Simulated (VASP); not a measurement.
# Sc2I (Fd-3m) in VASP: single point with PBE

Aim: the single point of Sc2I with PBE.

Everything below comes from runs of VASP 6.6.1. Logs are shortened: lines on timing, memory, paths and dates and some standing lists are left out, and cuts for length are marked.

### 1 The cell of the first run

It takes space group Fd-3m (No. 227, cubic). Conventional cell: a = 8.829 Å, b = 8.829 Å, c = 8.829 Å, α = 90.00°, β = 90.00°, γ = 90.00°. Within 4.1 Å of Sc (site symmetry -3m) lie 6 Sc at 3.12 Å and 6 I at 3.66 Å. I (site symmetry -43m) has 12 Sc at 3.66 Å and 4 I at 3.82 Å within 4.8 Å.

### 2 Single point, PBE

File INCAR:

```
ALGO = Normal
EDIFF = 1E-7
ENCUT = 520
GGA = PE
ISIF = 2
ISMEAR = 0
LASPH = T
LCHARG = F
LREAL = F
LWAVE = F
NBANDS = 38
NELM = 80
PREC = Accurate
SIGMA = 0.1
```

File KPOINTS:

```
k-points
0
Gamma
  8 8 8
```

File POSCAR:

```
Sc2I
1.0
    0.0000000000      4.4147189804      4.4147189804
    4.4147189804      0.0000000000      4.4147189804
    4.4147189804      4.4147189804      0.0000000000
Sc I
4 2
Direct
    0.6250000000      0.6250000000      0.6250000000
    0.1250000000      0.6250000000      0.6250000000
    0.6250000000      0.6250000000      0.1250000000
    0.6250000000      0.1250000000      0.6250000000
    0.0000000000      0.0000000000      0.0000000000
    0.2500000000      0.2500000000      0.2500000000
```

Potentials or basis: VASP PAW PBE potentials, release 64 (Sc_sv, I).

On the command line:

```console
cat potpaw_PBE.64/Sc_sv/POTCAR potpaw_PBE.64/I/POTCAR > POTCAR
mpirun -np 1 vasp_std > vasp.out
```

OUTCAR:

```text
EDIFF = 1E-7
   ENCUT = 520
   GGA = PE
   ISIF = 2
   ISMEAR = 0
   LASPH = T
   LREAL = F
   NELM = 80
   PREC = Accurate

 ion  position               nearest neighbor table
   1  0.625  0.625  0.625-   2 3.12   3 3.12   4 3.12   3 3.12   4 3.12   2 3.12
   2  0.125  0.625  0.625-   1 3.12   3 3.12   4 3.12   1 3.12   3 3.12   4 3.12
   3  0.625  0.625  0.125-   1 3.12   1 3.12   2 3.12   4 3.12   4 3.12   2 3.12
   4  0.625  0.125  0.625-   1 3.12   3 3.12   1 3.12   2 3.12   3 3.12   2 3.12
   5  0.000  0.000  0.000-
   6  0.250  0.250  0.250-

  LATTYP: Found a face centered cubic cell.
 ALAT       =     8.8294379608

  Lattice vectors:

 A1 = (   0.0000000000,   4.4147189804,   4.4147189804)
 A2 = (   4.4147189804,   0.0000000000,   4.4147189804)
 A3 = (   4.4147189804,   4.4147189804,   0.0000000000)

Analysis of symmetry for initial positions (statically):
=====================================================================
 Subroutine PRICEL returns:
 Original cell was already a primitive cell.

 Routine SETGRP: Setting up the symmetry group for a
 face centered cubic supercell.

 Subroutine GETGRP returns: Found 48 space group operations
 (whereof 24 operations were pure point group operations)
 out of a pool of 48 trial point group operations.

The static configuration has the point symmetry T_d .
 The point group associated with its full space group is O_h .

Analysis of symmetry for dynamics (positions and initial velocities):
=====================================================================
 Subroutine PRICEL returns:
 Original cell was already a primitive cell.

 Routine SETGRP: Setting up the symmetry group for a
 face centered cubic supercell.

 Subroutine GETGRP returns: Found 48 space group operations
 (whereof 24 operations were pure point group operations)
 out of a pool of 48 trial point group operations.

The dynamic configuration has the point symmetry T_d .
 The point group associated with its full space group is O_h .

 Subroutine INISYM returns: Found 48 space group operations
 (whereof 24 operations are pure point group operations),
 and found     1 'primitive' translations

----------------------------------------------------------------------------------------

                                     Primitive cell

  volume of cell :     172.0835

  direct lattice vectors                    reciprocal lattice vectors
     0.000000000  4.414718980  4.414718980    -0.113257492  0.113257492  0.113257492
     4.414718980  0.000000000  4.414718980     0.113257492 -0.113257492  0.113257492
     4.414718980  4.414718980  0.000000000     0.113257492  0.113257492 -0.113257492

  length of vectors
     6.243355456  6.243355456  6.243355456     0.196167731  0.196167731  0.196167731

  position of ions in fractional coordinates (direct lattice)
     0.625000000  0.625000000  0.625000000
     0.125000000  0.625000000  0.625000000
     0.625000000  0.625000000  0.125000000
     0.625000000  0.125000000  0.625000000
     0.000000000  0.000000000  0.000000000
     0.250000000  0.250000000  0.250000000

  ion indices of the primitive-cell ions
   primitive index   ion index
                 1           1
                 2           2
                 3           3
                 4           4
                 5           5
                 6           6

----------------------------------------------------------------------------------------

 KPOINTS: k-points

Automatic generation of k-mesh.
 Grid dimensions read from file:
 generate k-points for:    8    8    8

 Generating k-lattice:

  Cartesian coordinates                     Fractional coordinates (reciprocal lattice)
    -0.014157187  0.014157187  0.014157187     0.125000000  0.000000000  0.000000000
     0.014157187 -0.014157187  0.014157187     0.000000000  0.125000000  0.000000000
     0.014157187  0.014157187 -0.014157187     0.000000000  0.000000000  0.125000000

  Length of vectors
     0.024520966  0.024520966  0.024520966

  Shift w.r.t. Gamma in fractional coordinates (k-lattice)
     0.000000000  0.000000000  0.000000000

 Subroutine IBZKPT returns following result:
 ===========================================

 Found     29 irreducible k-points:

 Following reciprocal coordinates:
            Coordinates               Weight
  0.000000  0.000000  0.000000      1.000000
  0.125000  0.000000  0.000000      8.000000
  0.250000  0.000000  0.000000      8.000000
  0.375000  0.000000  0.000000      8.000000
  0.500000  0.000000  0.000000      4.000000
  0.125000  0.125000  0.000000      6.000000
[... 16 lines left out ...]
  0.500000  0.250000  0.125000     48.000000
 -0.375000  0.250000  0.125000     24.000000
 [... further k-points ...]
   k-points           NKPTS =     29   k-points in BZ     NKDIM =     29   number of bands    NBANDS=     38
   number of dos      NEDOS =    301   number of ions     NIONS =      6
   total plane-waves  NPLWV = 110592
   dimension x,y,z NGX =    48 NGY =   48 NGZ =   48
   dimension x,y,z NGXF=    96 NGYF=   96 NGZF=   96
   ions per type =               4   2
   NGX,Y,Z   is equivalent  to a cutoff of  12.78, 12.78, 12.78 a.u.
   NGXF,Y,Z  is equivalent  to a cutoff of  25.56, 25.56, 25.56 a.u.
 SYSTEM =  unknown system
   PREC   = accura    normal or accurate (medium, high low for compatibility)
   ISTART =      0    job   : 0-new  1-cont  2-samecut
   ICHARG =      2    charge: 1-file 2-atom 10-const
   ISPIN  =      1    spin polarized calculation?
   LNONCOLLINEAR =      F non collinear calculations
   LSORBIT =      F    spin-orbit coupling
   LASPH  =      T    aspherical Exc in radial PAW
   ENCUT  =  520.0 eV  38.22 Ry    6.18 a.u.  11.61 11.61 11.61*2*pi/ulx,y,z
   NELM   =     80;   NELMIN=  2; NELMDL= -5     # of ELM steps
   EDIFF  = 0.1E-06   stopping-criterion for ELM
   LREAL  =      F    real-space projection
   EDIFFG = 0.1E-05   stopping-criterion for IOM
   NSW    =      0    number of steps for IOM
   IBRION =     -1    ionic relax: 0-MD 1-quasi-New 2-CG
   NFREE  =      0    steps in history (QN), initial steepest desc. (CG)
   ISIF   =      2    stress and relaxation
   ISYM   =      2    0-nonsym 1-usesym 2-fastsym
   POTIM  = 0.5000    time-step for ionic-motion
   TEBEG  =    0.0;   TEEND  =   0.0 temperature during run
   PSTRESS=    0.0 pullay stress
   NELECT =      58.0000    total number of electrons
   NUPDOWN=      -1.0000    fix difference up-down
   EMIN   =  10.00;   EMAX   =-10.00  energy-range for DOS
   EFERMI =   0.00;   METHOD = LEGACY
   ISMEAR =     0;   SIGMA  =   0.10  broadening in eV -4-tet -1-fermi 0-gaus
   EFERMI_NEDOS =   21; number of points for ismear=-14 and -15
   IALGO  =     38    algorithm
   IMIX   =      4    mixing-type and parameters
     AMIX     =   0.40;   BMIX     =  1.00
     AMIX_MAG =   1.60;   BMIX_MAG =  1.00
  volume/ion in A,a.u.               =      28.68       193.55
  Fermi-wavevector in a.u.,A,eV,Ry     =   1.139299  2.152963 17.660396  1.298003
  Thomas-Fermi vector in A             =   2.276003
   LORBIT       =      0    0 simple, 1 ext, 2 COOP (PROOUT), +10 PAW based schemes
   GGA     = PE    functional components
   LHFCALC =     F    Hartree Fock is set to
   AEXX    =    0.0000 exact exchange contribution
   IVDW    =     0    specifies the selected vdW correction
   LEPSILON=     F    determine dielectric tensor
   LRPA    =     F    only Hartree local field effects (RPA)
 non-spin polarized calculation
 Gauss-broadening in eV      SIGMA  =   0.10
  energy-cutoff  :      520.00
  volume of cell :      172.08
 maximum number of plane-waves:      4656
 NGX is ok and might be reduce to    48
   NGX = 23   NGY = 23   NGZ = 23

 number of electron      58.0000003 magnetization

 Free energy of the ion-electron system (eV)
  ---------------------------------------------------
  ext. energy  EPLUGINS =         0.00000000
  ---------------------------------------------------
  free energy    TOTEN  =       -26.86263051 eV

  energy without entropy =      -26.80334412  energy(sigma->0) =      -26.83298731

 E-fermi :   5.4434     XC(G=0):  -9.4298

 val. band max:        5.4341889250   @ k =   0.2500   0.2500   0.0000
 cond. band min:       5.4452471327   @ k =   0.1250   0.1250   0.0000
 fundamental gap:      0.0110582078
 Fermi energy:         5.4433515023

 k-point     1 :       0.0000    0.0000    0.0000
  band No.  band energies     occupation
      1     -44.6310      2.00000
      2     -44.5639      2.00000
      3     -44.5639      2.00000
      4     -44.5639      2.00000
      5     -23.4419      2.00000
      6     -23.4419      2.00000
[... 30 lines left out ...]
     37       6.9230      0.00000
     38       7.5018      0.00000

 k-point     2 :       0.1250    0.0000    0.0000
  band No.  band energies     occupation
      1     -44.6291      2.00000
      2     -44.5658      2.00000
      3     -44.5639      2.00000
      4     -44.5639      2.00000
      5     -23.4397      2.00000
      6     -23.4379      2.00000
[... 30 lines left out ...]
     37       7.1135      0.00000
     38       7.4941      0.00000

 k-point     3 :       0.2500    0.0000    0.0000
  band No.  band energies     occupation
      1     -44.6240      2.00000
      2     -44.5709      2.00000
      3     -44.5639      2.00000
      4     -44.5639      2.00000
      5     -23.4357      2.00000
      6     -23.4328      2.00000
[... 30 lines left out ...]
     37       7.1437      0.00000
     38       7.3049      0.00000

 k-point     4 :       0.3750    0.0000    0.0000
  band No.  band energies     occupation
      1     -44.6176      2.00000
      2     -44.5774      2.00000
      3     -44.5639      2.00000
      4     -44.5639      2.00000
      5     -23.4330      2.00000
      6     -23.4312      2.00000
[... 30 lines left out ...]
     37       6.7894      0.00000
     38       7.0945      0.00000
[... 703 lines left out ...]
      4     -44.5639      2.00000
      5     -23.4332      2.00000
      6     -23.4269      2.00000
[... 30 lines left out ...]
     37       6.9313      0.00000
     38       7.0053      0.00000

 k-point    23 :       0.5000    0.2500    0.1250
  band No.  band energies     occupation
      1     -44.6130      2.00000
      2     -44.5820      2.00000
      3     -44.5639      2.00000
      4     -44.5639      2.00000
      5     -23.4278      2.00000
      6     -23.4258      2.00000
[... 30 lines left out ...]
     37       6.7354      0.00000
     38       6.8606      0.00000

 k-point    24 :      -0.3750    0.2500    0.1250
  band No.  band energies     occupation
      1     -44.6094      2.00000
      2     -44.5857      2.00000
      3     -44.5639      2.00000
      4     -44.5639      2.00000
      5     -23.4271      2.00000
      6     -23.4243      2.00000
[... 30 lines left out ...]
     37       6.6119      0.00000
     38       6.6523      0.00000

 [... further k-points ...]

------------------------ aborting loop because EDIFF is reached ----------------------------------------

  FORCE on cell =-STRESS in cart. coord.  units (eV):
  Direction    XX          YY          ZZ          XY          YZ          ZX
  --------------------------------------------------------------------------------------
  -------------------------------------------------------------------------------------
  Total        0.0263012      0.0263012      0.0263012      0.0000000     -0.0000000      0.0000000
  in kB        0.2448760      0.2448760      0.2448760      0.0000000     -0.0000000      0.0000000
  external PRESSURE =       0.2448760 kB  Pullay stress =       0.0000000 kB

 VOLUME and BASIS-vectors are now :
 -----------------------------------------------------------------------------
  energy-cutoff  :      520.00
  volume of cell :      172.08
      direct lattice vectors                 reciprocal lattice vectors
     0.000000000  4.414718980  4.414718980    -0.113257492  0.113257492  0.113257492
     4.414718980  0.000000000  4.414718980     0.113257492 -0.113257492  0.113257492
     4.414718980  4.414718980  0.000000000     0.113257492  0.113257492 -0.113257492

 POSITION                                       TOTAL-FORCE (eV/Angst)
 -----------------------------------------------------------------------------------
      5.51840      5.51840      5.51840        -0.000000      0.000000      0.000000
      5.51840      3.31104      3.31104        -0.000000      0.000000      0.000000
      3.31104      3.31104      5.51840        -0.000000      0.000000      0.000000
      3.31104      5.51840      3.31104        -0.000000      0.000000      0.000000
      0.00000      0.00000      0.00000         0.000000      0.000000      0.000000
      2.20736      2.20736      2.20736        -0.000000     -0.000000     -0.000000
 -----------------------------------------------------------------------------------
    total drift:                                0.000000      0.000000     -0.000000

  FREE ENERGIE OF THE ION-ELECTRON SYSTEM (eV)
  ---------------------------------------------------
  free  energy   TOTEN  =       -26.8626305100 eV

  energy  without entropy=      -26.8033441154  energy(sigma->0) =      -26.83298731
```

Wall time 93 s (1 thread of Intel Xeon 6975P-C (Granite Rapids), shared host); peak memory 0.39 GiB.

Results:

- Free energy: -26.8626 eV
- Pressure: 0.0 GPa
- Band gap on the k mesh: zero (bands 29 and 30 overlap by 0.25 eV)

Levels at points of the mesh, in eV from the Fermi level:
| k point | band 27 | band 28 | band 29 | band 30 | band 31 | band 32 |
| --- | --- | --- | --- | --- | --- | --- |
| (0.00, 0.00, 0.00) | -1.27 | -1.27 | -0.54 | -0.04 | -0.04 | 1.12 |
| (0.50, 0.00, 0.00) | -0.82 | -0.82 | -0.47 | 0.26 | 0.43 | 0.43 |
| (0.50, 0.50, 0.00) | -0.10 | -0.10 | 0.20 | 0.20 | 0.32 | 0.32 |

Caveat: spin-orbit coupling is left out, which moves the levels of the heavy elements.
